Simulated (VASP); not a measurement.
# BaZrBe3F12 in VASP: further runs, part 2 of 2

VASP 6.6.1.

**4. Single point, PBE**

Contents of INCAR:

```
SYSTEM = BaZrBe3F12
PREC = Accurate
ENCUT = 520
EDIFF = 1E-7
ISMEAR = -1
SIGMA = 0.1637
LREAL = Auto
LASPH = .True.
NELM = 100
ALGO = Normal
ISIF = 2
LWAVE = .False.
LCHARG = .True.
GGA = PE
LELF = .True.
LVHAR = .True.
NBANDS = 70
ISYM = 0
```

Contents of KPOINTS:

```
regular mesh
0
Gamma
  1 1 1
  0 0 0
```

Contents of POSCAR:

```
BaZrBe3F12
1.0
    6.2858920000     -0.0721330000      0.0901150000
   -0.0721330000      6.3112050000      0.0957760000
    0.0901150000      0.0957760000      6.0782540000
Zr F Ba Be
1 12 1 3
Direct
    0.7250260858      0.7960475801      0.8693183966
    0.6138560191      0.7589811734      0.5289790759
    0.9778788466      0.8963453739      0.5323560143
    0.3785462284      0.7221050849      0.9587626595
    0.1881076152      0.2118545287      0.0155196053
    0.2668156567      0.1216834410      0.3803361218
    0.7057300836      0.5606368467      0.1303704286
    0.8594163441      0.2143368530      0.2861725373
    0.6012111848      0.1208431252      0.6778360995
   -0.0347713851      0.9319996739      1.0381080196
    0.5867752325      0.9378468199      0.1858954122
    0.3566661905      0.5421775442      0.3423485478
    0.8430482223      0.5429383140      0.7825300242
    0.2058910412      0.4480748421      0.7080412093
    0.0842238396      0.1169004170      0.2473774400
    0.5186267409      0.7162799674      0.2313459624
    0.7806797528     -0.0020838910      0.4554965342
```

Potentials or basis: VASP PAW PBE potentials, release 64 (Zr_sv, F, Ba_sv, Be).

Started as:

```bash
$ cat potpaw_PBE.64/Zr_sv/POTCAR potpaw_PBE.64/F/POTCAR potpaw_PBE.64/Ba_sv/POTCAR potpaw_PBE.64/Be/POTCAR > POTCAR
$ mpirun -np 1 vasp_gam > vasp.out
```

OUTCAR:

```text
SYSTEM = BaZrBe3F12
   PREC = Accurate
   ENCUT = 520
   EDIFF = 1E-7
   ISMEAR = -1
   LREAL = Auto
   LASPH = .True.
   NELM = 100
   ISIF = 2
   GGA = PE
   ISYM = 0

 ion  position               nearest neighbor table
   1  0.725  0.796  0.869-  13 1.86  10 2.04   7 2.14   2 2.22   4 2.26  11 2.30   9 2.48  16 2.55
                             3 2.61  17 2.79  14 3.90  14 4.05
   2  0.614  0.759  0.529-  17 1.85  16 1.95   1 2.22
   3  0.978  0.896  0.532-  17 1.49   1 2.61
   4  0.379  0.722  0.959-  16 1.90   1 2.26  14 2.58
   5  0.188  0.212  0.016-  15 1.63  14 2.35
   6  0.267  0.122  0.380-  15 1.42  14 2.93
   7  0.706  0.561  0.130-  16 1.67   1 2.14
   8  0.859  0.214  0.286-  15 1.57  17 1.74
   9  0.601  0.121  0.678-  17 1.93   1 2.48  14 3.27
  10  0.965  0.932  0.038-  15 1.91   1 2.04
  11  0.587  0.938  0.186-  16 1.47  17 2.11   1 2.30
  12  0.357  0.542  0.342-  16 1.60  14 2.44
  13  0.843  0.543  0.783-   1 1.86  14 2.41
  14  0.206  0.448  0.708-   5 2.35  13 2.41  12 2.44   4 2.58   6 2.93   9 3.27   1 3.90   1 4.05

  15  0.084  0.117  0.247-   6 1.42   8 1.57   5 1.63  10 1.91  17 2.35
  16  0.519  0.716  0.231-  11 1.47  12 1.60   7 1.67   4 1.90   2 1.95   1 2.55
  17  0.781  0.998  0.455-   3 1.49   8 1.74   2 1.85   9 1.93  11 2.11  15 2.35   1 2.79

IMPORTANT INFORMATION: All symmetrisations will be switched off!
NOSYMM: (Re-)initialisation of all symmetry stuff for point group C_1.

----------------------------------------------------------------------------------------

                                     Primitive cell

  volume of cell :     240.9920

  direct lattice vectors                    reciprocal lattice vectors
     6.285892000 -0.072133000  0.090115000     0.159141943  0.001855139 -0.002388639
    -0.072133000  6.311205000  0.095776000     0.001855139  0.158507870 -0.002525137
     0.090115000  0.095776000  6.078254000    -0.002388639 -0.002525137  0.164596132

  length of vectors
     6.286951735  6.312343841  6.079676426     0.159170680  0.158538837  0.164632830

  position of ions in fractional coordinates (direct lattice)
     0.725026086  0.796047580  0.869318397
     0.613856019  0.758981173  0.528979076
     0.977878847  0.896345374  0.532356014
     0.378546228  0.722105085  0.958762660
     0.188107615  0.211854529  0.015519605
     0.266815657  0.121683441  0.380336122
[... 9 lines left out ...]
     0.518626741  0.716279967  0.231345962
     0.780679753  0.997916109  0.455496534

  ion indices of the primitive-cell ions
   primitive index   ion index
                 1           1
                 2           2
                 3           3
                 4           4
                 5           5
                 6           6
[... 9 lines left out ...]
                16          16
                17          17

----------------------------------------------------------------------------------------

 KPOINTS: regular mesh

Automatic generation of k-mesh.
 Grid dimensions read from file:
 generate k-points for:    1    1    1

 Generating k-lattice:

  Cartesian coordinates                     Fractional coordinates (reciprocal lattice)
     0.159141943  0.001855139 -0.002388639     1.000000000 -0.000000000 -0.000000000
     0.001855139  0.158507870 -0.002525137    -0.000000000  1.000000000  0.000000000
    -0.002388639 -0.002525137  0.164596132     0.000000000  0.000000000  1.000000000

  Length of vectors
     0.159170680  0.158538837  0.164632830

  Shift w.r.t. Gamma in fractional coordinates (k-lattice)
     0.000000000  0.000000000  0.000000000

 Subroutine IBZKPT returns following result:
 ===========================================

 Found      1 irreducible k-points:

 Following reciprocal coordinates:
            Coordinates               Weight
  0.000000  0.000000  0.000000      1.000000
   k-points           NKPTS =      1   k-points in BZ     NKDIM =      1   number of bands    NBANDS=     70
   number of dos      NEDOS =    301   number of ions     NIONS =     17
   total plane-waves  NPLWV = 110592
   dimension x,y,z NGX =    48 NGY =   48 NGZ =   48
   dimension x,y,z NGXF=    96 NGYF=   96 NGZF=   96
   ions per type =               1  12   1   3
   NGX,Y,Z   is equivalent  to a cutoff of  12.69, 12.64, 13.13 a.u.
   NGXF,Y,Z  is equivalent  to a cutoff of  25.39, 25.28, 26.25 a.u.
 SYSTEM =  BaZrBe3F12
   PREC   = accura    normal or accurate (medium, high low for compatibility)
   ISTART =      0    job   : 0-new  1-cont  2-samecut
   ICHARG =      2    charge: 1-file 2-atom 10-const
   ISPIN  =      1    spin polarized calculation?
   LNONCOLLINEAR =      F non collinear calculations
   LSORBIT =      F    spin-orbit coupling
   LASPH  =      T    aspherical Exc in radial PAW
   ENCUT  =  520.0 eV  38.22 Ry    6.18 a.u.  11.69 11.74 11.30*2*pi/ulx,y,z
   NELM   =    100;   NELMIN=  2; NELMDL= -5     # of ELM steps
   EDIFF  = 0.1E-06   stopping-criterion for ELM
   LREAL  =      T    real-space projection
   EDIFFG = 0.1E-05   stopping-criterion for IOM
   NSW    =      0    number of steps for IOM
   IBRION =     -1    ionic relax: 0-MD 1-quasi-New 2-CG
   NFREE  =      0    steps in history (QN), initial steepest desc. (CG)
   ISIF   =      2    stress and relaxation
   ISYM   =      0    0-nonsym 1-usesym 2-fastsym
   POTIM  = 0.5000    time-step for ionic-motion
   TEBEG  =    0.0;   TEEND  =   0.0 temperature during run
   PSTRESS=    0.0 pullay stress
   NELECT =     112.0000    total number of electrons
   NUPDOWN=      -1.0000    fix difference up-down
   EMIN   =  10.00;   EMAX   =-10.00  energy-range for DOS
   EFERMI =   0.00;   METHOD = LEGACY
   ISMEAR =    -1;   SIGMA  =   0.16  broadening in eV -4-tet -1-fermi 0-gaus
   EFERMI_NEDOS =   21; number of points for ismear=-14 and -15
   IALGO  =     38    algorithm
   IMIX   =      4    mixing-type and parameters
     AMIX     =   0.40;   BMIX     =  1.00
     AMIX_MAG =   1.60;   BMIX_MAG =  1.00
  volume/ion in A,a.u.               =      14.18        95.66
  Fermi-wavevector in a.u.,A,eV,Ry     =   1.268080  2.396324 21.878532  1.608027
  Thomas-Fermi vector in A             =   2.401194
   LORBIT       =      0    0 simple, 1 ext, 2 COOP (PROOUT), +10 PAW based schemes
   GGA     = PE    functional components
   LHFCALC =     F    Hartree Fock is set to
   AEXX    =    0.0000 exact exchange contribution
   IVDW    =     0    specifies the selected vdW correction
   LEPSILON=     F    determine dielectric tensor
   LRPA    =     F    only Hartree local field effects (RPA)
 non-spin polarized calculation
  energy-cutoff  :      520.00
  volume of cell :      240.99
 maximum number of plane-waves:      3244
 NGX is ok and might be reduce to    48
   NGX = 23   NGY = 23   NGZ = 23

 number of electron     112.0000003 magnetization

 Free energy of the ion-electron system (eV)
  ---------------------------------------------------
  ext. energy  EPLUGINS =         0.00000000
  ---------------------------------------------------
  free energy    TOTEN  =       -95.89527065 eV

  energy without entropy =      -95.89521386  energy(sigma->0) =      -95.89524225

 E-fermi :   1.0091     XC(G=0):  -8.5684

 val. band max:       -0.9611633601   @ k =   0.0000   0.0000   0.0000
 cond. band min:       2.9824634333   @ k =   0.0000   0.0000   0.0000
 fundamental gap:      3.9436267934
 Fermi energy:         1.0091051285

 k-point     1 :       0.0000    0.0000    0.0000
  band No.  band energies     occupation
      1     -50.1060      2.00000
      2     -28.9170      2.00000
      3     -28.3153      2.00000
      4     -28.2767      2.00000
      5     -25.2137      2.00000
      6     -24.0423      2.00000
[... 60 lines left out ...]
     67       7.9941      0.00000
     68       8.7664      0.00000
 [bands above 68 left out]

------------------------ aborting loop because EDIFF is reached ----------------------------------------

  FORCE on cell =-STRESS in cart. coord.  units (eV):
  Direction    XX          YY          ZZ          XY          YZ          ZX
  --------------------------------------------------------------------------------------
  -------------------------------------------------------------------------------------
  Total        4.4734580      1.8111330      2.6656904      2.5071915      1.2076942     -2.5275910
  in kB       29.7407102     12.0408825     17.7222018     16.6684599      8.0290645    -16.8040811
  external PRESSURE =      19.8345982 kB  Pullay stress =       0.0000000 kB

 VOLUME and BASIS-vectors are now :
 -----------------------------------------------------------------------------
  energy-cutoff  :      520.00
  volume of cell :      240.99
      direct lattice vectors                 reciprocal lattice vectors
     6.285892000 -0.072133000  0.090115000     0.159141943  0.001855139 -0.002388639
    -0.072133000  6.311205000  0.095776000     0.001855139  0.158507870 -0.002525137
     0.090115000  0.095776000  6.078254000    -0.002388639 -0.002525137  0.164596132

 POSITION                                       TOTAL-FORCE (eV/Angst)
 -----------------------------------------------------------------------------------
      4.57835      5.05498      5.42552        -1.640844      2.659947      0.821689
      3.85155      4.79647      3.34328         0.612146      0.557622      0.683413
      6.13016      5.63747      3.40977        -0.756456     -0.040886      0.766707
      2.41381      4.62187      5.93088         1.815012      0.324844     -0.471559
      1.16854      1.32497      0.13157        -0.128402      0.157959      0.632843
      1.70267      0.78515      2.34748         0.098905     -0.143301      1.433708
[... 9 lines left out ...]
      3.22921      4.50534      1.52152        -2.040867     -3.606934      1.665629
      4.87633      6.28537      2.93455        -2.416772      1.639839     -0.304688
 -----------------------------------------------------------------------------------
    total drift:                                0.001316      0.004371      0.004608

  FREE ENERGIE OF THE ION-ELECTRON SYSTEM (eV)
  ---------------------------------------------------
  free  energy   TOTEN  =       -95.8952706500 eV

  energy  without entropy=      -95.8952138585  energy(sigma->0) =      -95.89524225
```

Wall time 54 s (1 thread of AMD EPYC 7R43 (Zen 3), shared host); peak memory 0.28 GiB.

Results:

* Free energy: -95.8953 eV
* Pressure: 2.0 GPa
* Largest force: 4.466 eV/Å
* Band gap on the k mesh: 3.94 eV

Forces in eV/Å, atoms in the order of the input:
```
Zr  -1.641  2.660  0.822
F    0.612  0.558  0.683
F   -0.756 -0.041  0.767
F    1.815  0.325 -0.472
F   -0.128  0.158  0.633
F    0.099 -0.143  1.434
F   -0.725  2.036  0.127
F    0.239 -1.615  1.878
F    2.184 -1.819 -0.097
F   -1.089 -1.684 -0.725
F    0.806  0.787 -0.516
F    0.546  1.559 -0.926
F    0.188 -1.188 -1.120
Ba   1.374 -0.948 -0.913
Be   0.934  1.324 -2.938
Be  -2.041 -3.607  1.666
Be  -2.417  1.640 -0.305
```

Levels at points of the mesh, in eV from the valence-band top:
```csv
k point,band 53,band 54,band 55,band 56,band 57,band 58,band 59,band 60
"(0.00, 0.00, 0.00)",-0.93,-0.56,-0.47,0.00,3.94,4.32,4.60,5.23
```

Caveat: the k points lie up to 1.03 Å⁻¹ apart; spin-orbit coupling is left out, which moves the levels of the heavy elements.

**5. Single point, PBE**

Contents of INCAR:

```
  ALGO = Normal
  EDIFF = 1E-7
  ENCUT = 520
  GGA = PE
  ISIF = 2
  ISMEAR = -1
  ISYM = 0
  LASPH = True
  LCHARG = False
  LREAL = Auto
  LWAVE = False
  NBANDS = 70
  NELM = 80
  PREC = Accurate
  SIGMA = 0.1181
```

Contents of KPOINTS:

```
k-points
0
Gamma
  1 1 1
```

Contents of POSCAR:

```
BaZrBe3F12
1.0
    6.2858920000     -0.0721330000      0.0901150000
   -0.0721330000      6.3112050000      0.0957760000
    0.0901150000      0.0957760000      6.0782540000
Zr F Ba Be
1 12 1 3
Direct
    0.7155674913      0.8622140364      0.8804762394
    0.5923735768      0.9184786514      0.5185184831
    0.9789531600      0.9512888988      0.6744547020
    0.3837192841      0.6725828259      0.9440541386
    0.1753013418      0.1756056775     -0.0129094786
    0.2636458243      0.1458482126      0.3982166257
    0.6500724059      0.5988754958      0.1423597674
    0.8822493183      0.1539013325      0.3070125152
    0.6981344117      0.1622186032      0.7572635116
    0.9392552588      0.8759036269      0.0905336412
    0.5433646331      0.9509299882      0.1502195245
    0.2210501545      0.6553755668      0.3396305609
    0.7778155399      0.6191860903      0.6540450573
    0.2015153328      0.4372022120      0.6993518150
    0.1044497674      0.0921903105      0.2323476265
    0.4235801047      0.6583522101      0.2132511635
    0.7861221092      1.0377946901      0.5277763617
```

Started as:

```bash
$ cat potpaw_PBE.64/Zr_sv/POTCAR potpaw_PBE.64/F/POTCAR potpaw_PBE.64/Ba_sv/POTCAR potpaw_PBE.64/Be/POTCAR > POTCAR
$ mpirun -np 1 vasp_gam > vasp.out
```

Wall time 50 s (1 thread of AMD EPYC 7R43 (Zen 3), shared host); peak memory 0.27 GiB.

It converged, with:

| Quantity | Value |
| --- | --- |
| Free energy | -96.8787 eV |
| Pressure | 5.2 GPa |
| Largest force | 3.805 eV/Å |
| Band gap on the k mesh | 5.64 eV |

Forces on the atoms (eV/Å):
```
Zr  -1.748 -2.958  1.636
F   -0.906 -1.347  0.862
F   -0.054  0.170 -1.022
F   -0.817  0.725 -0.690
F   -0.172 -0.370  1.745
F   -0.237  0.130  0.048
F    0.800 -1.304  1.343
F   -0.736  0.618  1.799
F   -0.064  1.509  0.113
F    1.515 -0.722  0.170
F   -0.659  0.328 -1.356
F    0.826 -0.230 -0.112
F    0.055 -0.260  1.702
Ba  -0.806 -0.336 -0.808
Be   0.717  0.518 -1.839
Be   0.899  1.540 -1.956
Be   1.386  1.990 -1.635
```

Stress tensor (GPa, compression positive):
```
 4.18  0.35  2.37
 0.35  6.99 -1.61
 2.37 -1.61  4.30
```

Levels at points of the mesh, in eV from the valence-band top:
| k point | band 53 | band 54 | band 55 | band 56 | band 57 | band 58 | band 59 | band 60 |
| --- | --- | --- | --- | --- | --- | --- | --- | --- |
| (0.00, 0.00, 0.00) | -0.27 | -0.16 | -0.10 | 0.00 | 5.64 | 6.05 | 6.54 | 7.11 |

Caveat: the k points lie up to 1.03 Å⁻¹ apart; spin-orbit coupling is left out, which moves the levels of the heavy elements.

**6. Single point, PBE**

Contents of INCAR:

```
PREC = Accurate ; ENCUT = 520
EDIFF = 1E-7 ; ISMEAR = -1
SIGMA = 0.1181 ; LREAL = Auto
LASPH = T ; NELM = 60
ALGO = Normal ; ISIF = 2
LWAVE = F ; LCHARG = F
GGA = PE ; NBANDS = 70
ISYM = 0
```

Contents of KPOINTS:

```
Automatic mesh
0
Gamma
  1 1 1
```

Contents of POSCAR:

```
BaZrBe3F12
1.0
    6.2858920000     -0.0721330000      0.0901150000
   -0.0721330000      6.3112050000      0.0957760000
    0.0901150000      0.0957760000      6.0782540000
Zr F Ba Be
1 12 1 3
Direct
    0.7399453234      0.8824378232      0.9047827653
    0.5275746200      0.8797265776      0.6469759112
    0.9364625036      0.9634207325      0.6445571537
    0.3805765077      0.6179019305      0.9434865954
    0.1571761445      0.1148035650     -0.0466530939
    0.1382279496      0.1320207359      0.3739231974
    0.6167471316      0.6434757034      0.2502687948
    0.7404457553      0.2597272857      0.3433264043
    0.6983259751      0.2282338515      0.7907066782
    0.9852440798      0.8227013052      0.1860071477
    0.5518300266      0.9895399401      0.1295182235
    0.2727614631      0.6264150703      0.3647905420
    0.8410470060      0.5616018523      0.8476322428
    0.1473444069      0.4021151785      0.6603644855
    0.1065923361      0.0114122554      0.1756676196
    0.4115653726      0.5894001903      0.1865918064
    0.7074271877      1.0972933358      0.5114815591
```

Potentials or basis: VASP PAW PBE potentials, release 64 (Zr_sv, F, Ba_sv, Be).

Started as:

```bash
$ cat potpaw_PBE.64/Zr_sv/POTCAR potpaw_PBE.64/F/POTCAR potpaw_PBE.64/Ba_sv/POTCAR potpaw_PBE.64/Be/POTCAR > POTCAR
$ mpirun -np 1 vasp_gam > vasp.out
```

Run time: 54 s. Hardware: 1 thread of AMD EPYC 7R43 (Zen 3), shared host; peak memory 0.27 GiB.

It converged, with:

* Free energy: -95.8979 eV
* Pressure: 4.2 GPa
* Largest force: 3.089 eV/Å
* Band gap on the k mesh: 4.40 eV

Forces on the atoms (eV/Å):
```
Zr  -1.132 -2.364  0.914
F    1.542  1.269 -0.363
F   -1.206 -0.166 -0.458
F   -0.221 -0.286  0.192
F   -0.360 -0.605  0.930
F    1.025  0.171 -0.965
F    2.688 -0.216 -0.235
F   -0.036 -0.688  0.712
F   -0.273 -2.599 -1.221
F   -1.880 -0.960 -1.213
F   -0.212  0.653 -0.430
F   -1.700  0.234  0.447
F   -0.338  3.047  0.386
Ba  -0.340 -0.090  0.897
Be   1.854  2.074  0.245
Be   0.485  0.396 -1.490
Be   0.103  0.131  1.652
```

Stress tensor (GPa, compression positive):
```
 5.53  2.54 -2.12
 2.54  2.24  0.19
-2.12  0.19  4.74
```

Levels at points of the mesh, in eV from the valence-band top:
| k point | band 54 | band 55 | band 56 | band 57 | band 58 | band 59 |
| --- | --- | --- | --- | --- | --- | --- |
| (0.00, 0.00, 0.00) | -0.33 | -0.22 | 0.00 | 4.40 | 4.93 | 5.86 |

Caveat: the k points lie up to 1.03 Å⁻¹ apart; spin-orbit coupling is left out, which moves the levels of the heavy elements.
